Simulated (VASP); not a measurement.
# KBr (Fm-3m) in VASP: settings compared, part 2 of 2

VASP 6.6.1. Earlier steps stand in the parts before.

**3. Single point, PBE**

The input, INCAR:

```
ALGO = Normal
EDIFF = 1E-7
ENCUT = 520
GGA = PE
ISIF = 2
ISMEAR = 0
LASPH = True
LCHARG = False
LREAL = False
LWAVE = False
NBANDS = 15
NELM = 100
PREC = Accurate
SIGMA = 0.01
```

The input, KPOINTS:

```
k-points
0
Gamma
  4 4 4
```

The input, POSCAR:

```
KBr
1.0
    0.0000000000      3.3022478268      3.3022478268
    3.3022478268      0.0000000000      3.3022478268
    3.3022478268      3.3022478268      0.0000000000
K Br
1 1
Direct
    0.0000000000      0.0000000000      0.0000000000
    0.5000000000      0.5000000000      0.5000000000
```

Potentials or basis: VASP PAW PBE potentials, release 64 (K_sv, Br).

On the command line:

```console
> cat potpaw_PBE.64/K_sv/POTCAR potpaw_PBE.64/Br/POTCAR > POTCAR
> mpirun -np 1 vasp_std > vasp.out
```

OUTCAR:

```text
EDIFF = 1E-7
   ENCUT = 520
   GGA = PE
   ISIF = 2
   ISMEAR = 0
   LASPH = True
   LREAL = False
   NELM = 100
   PREC = Accurate

 ion  position               nearest neighbor table
   1  0.000  0.000  0.000-   2 3.30   2 3.30   2 3.30   2 3.30   2 3.30   2 3.30
   2  0.500  0.500  0.500-   1 3.30   1 3.30   1 3.30   1 3.30   1 3.30   1 3.30

  LATTYP: Found a face centered cubic cell.
 ALAT       =     6.6044956536

  Lattice vectors:

 A1 = (   0.0000000000,   3.3022478268,   3.3022478268)
[... 312 lines left out ...]
------------------------ aborting loop because EDIFF is reached ----------------------------------------

  FORCE on cell =-STRESS in cart. coord.  units (eV):
  Direction    XX          YY          ZZ          XY          YZ          ZX
  --------------------------------------------------------------------------------------
  -------------------------------------------------------------------------------------
  Total        0.3253528      0.3253528      0.3253528      0.0000000     -0.0000000      0.0000000
  in kB        7.2377931      7.2377931      7.2377931      0.0000000     -0.0000000      0.0000000
  external PRESSURE =       7.2377931 kB  Pullay stress =       0.0000000 kB

 VOLUME and BASIS-vectors are now :
 -----------------------------------------------------------------------------
  energy-cutoff  :      520.00
  volume of cell :       72.02
      direct lattice vectors                 reciprocal lattice vectors
     0.000000000  3.302247827  3.302247827    -0.151412016  0.151412016  0.151412016
     3.302247827  0.000000000  3.302247827     0.151412016 -0.151412016  0.151412016
     3.302247827  3.302247827  0.000000000     0.151412016  0.151412016 -0.151412016

 POSITION                                       TOTAL-FORCE (eV/Angst)
 -----------------------------------------------------------------------------------
      0.00000      0.00000      0.00000        -0.000000      0.000000     -0.000000
      3.30225      3.30225      3.30225         0.000000     -0.000000      0.000000
 -----------------------------------------------------------------------------------
    total drift:                                0.000000      0.000000      0.000000

  FREE ENERGIE OF THE ION-ELECTRON SYSTEM (eV)
  ---------------------------------------------------
  free  energy   TOTEN  =        -6.2153569659 eV

  energy  without entropy=       -6.2153569659  energy(sigma->0) =       -6.21535697
```

OSZICAR:

```text
N       E                     dE             d eps       ncg     rms          rms(c)
DAV:   1     0.106485669135E+03    0.10649E+03   -0.69313E+03   240   0.945E+02
DAV:   2     0.110116502649E+01   -0.10538E+03   -0.97177E+02   317   0.238E+02
DAV:   3    -0.605573620247E+01   -0.71569E+01   -0.71098E+01   318   0.541E+01
DAV:   4    -0.638598514787E+01   -0.33025E+00   -0.33012E+00   382   0.974E+00
DAV:   5    -0.638868415165E+01   -0.26990E-02   -0.26990E-02   311   0.101E+00    0.310E+00
DAV:   6    -0.621651974352E+01    0.17216E+00   -0.21966E-01   289   0.224E+00    0.226E+00
DAV:   7    -0.620530875289E+01    0.11211E-01   -0.10699E-01   324   0.175E+00    0.103E+00
DAV:   8    -0.621429359569E+01   -0.89848E-02   -0.11485E-02   263   0.791E-01    0.120E-01
DAV:   9    -0.621503322497E+01   -0.73963E-03   -0.73708E-04   303   0.163E-01    0.762E-02
DAV:  10    -0.621533889774E+01   -0.30567E-03   -0.31277E-04   247   0.101E-01    0.125E-02
DAV:  11    -0.621535507380E+01   -0.16176E-04   -0.26498E-05   305   0.285E-02    0.574E-03
DAV:  12    -0.621535674698E+01   -0.16732E-05   -0.42251E-06   247   0.132E-02    0.164E-03
DAV:  13    -0.621535685701E+01   -0.11003E-06   -0.12321E-07   323   0.199E-03    0.674E-04
DAV:  14    -0.621535696369E+01   -0.10668E-06   -0.15445E-08   183   0.874E-04    0.273E-04
DAV:  15    -0.621535696587E+01   -0.21798E-08   -0.22838E-09   134   0.313E-04
   1 F= -.62153570E+01 E0= -.62153570E+01  d E =-.173416E-16
```

stdout:

```text
POSCAR found type information on POSCAR K Br
 POSCAR found :  2 types and       2 ions
 scaLAPACK will be used
 LDA part: xc-table for (Slater+PW92), standard interpolation
 POSCAR, INCAR and KPOINTS ok, starting setup
 FFT: planning ... GRIDC
 FFT: planning ... GRID_SOFT
 FFT: planning ... GRID
 WAVECAR not read
 entering main loop
```

Wall time 6.8 s (1 thread of Intel Xeon 6975P-C (Granite Rapids), shared host); peak memory 0.2 GiB.

What came out:

```
Free energy            : -6.2154 eV
Pressure               : 0.7 GPa
Band gap on the k mesh : 4.43 eV, direct
```

A hybrid or GW would open this gap; PBE tends to underestimate it.

**4. Single point, LDA**

The input, INCAR:

```
PREC     = Accurate       # precision mode
ENCUT    = 520            # plane-wave cutoff, eV
EDIFF    = 1E-6           # SCF threshold, eV
ISMEAR   = 0              # smearing method
SIGMA    = 0.01           # smearing width, eV
LREAL    = F              # projectors in reciprocal space
LASPH    = T              # aspherical terms in the spheres
NELM     = 100            # most SCF steps
ALGO     = Normal         # electronic algorithm
ISIF     = 2              # what is computed and relaxed
LWAVE    = F              # write WAVECAR
LCHARG   = F              # write CHGCAR
GGA      = CA             # functional
NBANDS   = 15             # bands
```

The input, KPOINTS:

```
regular mesh
0
Gamma
  4 4 4
```

POSCAR is that of step 3.

Potentials or basis: VASP PAW LDA potentials, release 64 (K_sv, Br).

On the command line:

```console
> cat potpaw_LDA.64/K_sv/POTCAR potpaw_LDA.64/Br/POTCAR > POTCAR
> mpirun -np 1 vasp_std > vasp.out
```

It took 3.7 s on 1 thread of Intel Xeon 6975P-C (Granite Rapids), shared host; peak memory 0.16 GiB.

The run converged. Its results:

```
Free energy            : -6.7953 eV
Pressure               : -1.6 GPa
Band gap on the k mesh : 4.03 eV, direct
```

Levels at points of the mesh, in eV from the valence-band top:
```
           k point  band 4  band 5  band 6  band 7  band 8  band 9  band 10  band 11  band 12  band 13
(0.00, 0.00, 0.00)  -11.13  -11.13    0.00    0.00    0.00    4.03     7.34     7.34     7.34     8.22
(0.50, 0.00, 0.00)  -11.13  -10.90   -1.25   -0.35   -0.35    6.24     7.92     9.52     9.52     9.82
(0.50, 0.50, 0.00)  -11.17  -11.17   -0.85   -0.30   -0.30    5.56     6.85     9.13     9.19     9.45
```

**5. Single point, r2SCAN**

POSCAR is that of step 4.

The input, INCAR.step1:

```
PREC = Accurate
ENCUT = 520
ISMEAR = 0
SIGMA = 0.01
LREAL = F
LASPH = T
NELM = 80
NBANDS = 15
GGA = PE
ALGO = Normal
EDIFF = 1E-4
LWAVE = T
LCHARG = F
```

The input, INCAR.step2:

```
PREC = Accurate
ENCUT = 520
EDIFF = 1E-7
ISMEAR = 0
SIGMA = 0.01
LREAL = F
LASPH = T
NELM = 80
ALGO = Normal
ISIF = 2
LWAVE = F
LCHARG = T
METAGGA = R2SCAN
LMIXTAU = T
LELF = T
LVHAR = T
NBANDS = 15
ISTART = 1
```

KPOINTS is that of step 4.

Potentials or basis: VASP PAW PBE potentials, release 64 (K_sv, Br).

On the command line:

```console
> cat potpaw_PBE.64/K_sv/POTCAR potpaw_PBE.64/Br/POTCAR > POTCAR
> cp INCAR.step1 INCAR
> mpirun -np 1 vasp_std > vasp.out
> cp INCAR.step2 INCAR
> mpirun -np 1 vasp_std > vasp.out
```

It took 27 s on 1 thread of Intel Xeon 6975P-C (Granite Rapids), shared host; peak memory 0.21 GiB.

Results (log left out):

```yaml
Free_energy: -23.2484 eV
Pressure: 0.0 GPa
Band_gap_on_the_k_mesh: 5.07 eV, direct
```

Levels at points of the mesh, in eV from the valence-band top:
| k point | band 6 | band 7 | band 8 | band 9 | band 10 | band 11 |
| --- | --- | --- | --- | --- | --- | --- |
| (0.00, 0.00, 0.00) | 0.00 | 0.00 | 0.00 | 5.07 | 8.24 | 8.24 |
| (0.50, 0.00, 0.00) | -1.16 | -0.33 | -0.33 | 7.13 | 8.86 | 10.53 |
| (0.50, 0.50, 0.00) | -0.82 | -0.29 | -0.29 | 6.36 | 8.02 | 10.12 |

Caveat: the PAW data sets were made with another functional, which shifts forces and pressure a little.

**6. The runs side by side**

| level | potentials or basis | gap on the mesh (eV) | pressure (GPa) |
| --- | --- | --- | --- |
| PBE | VASP PAW PBE potentials, release 64 (K_sv, Br) | 4.43 | 0.7 |
| LDA | VASP PAW LDA potentials, release 64 (K_sv, Br) | 4.03 | -1.6 |
| r2SCAN | VASP PAW PBE potentials, release 64 (K_sv, Br) | 5.07 | 0.0 |

Alike in all rows: task single point; no spin polarisation; cell as given; k mesh 4 × 4 × 4; cutoff (eV) 520; smearing gaussian 0.01 eV.

Caveats: the PAW data sets were made with another functional, which shifts forces and pressure a little (some runs).

Absolute energies hang on the potentials; compare differences alone.
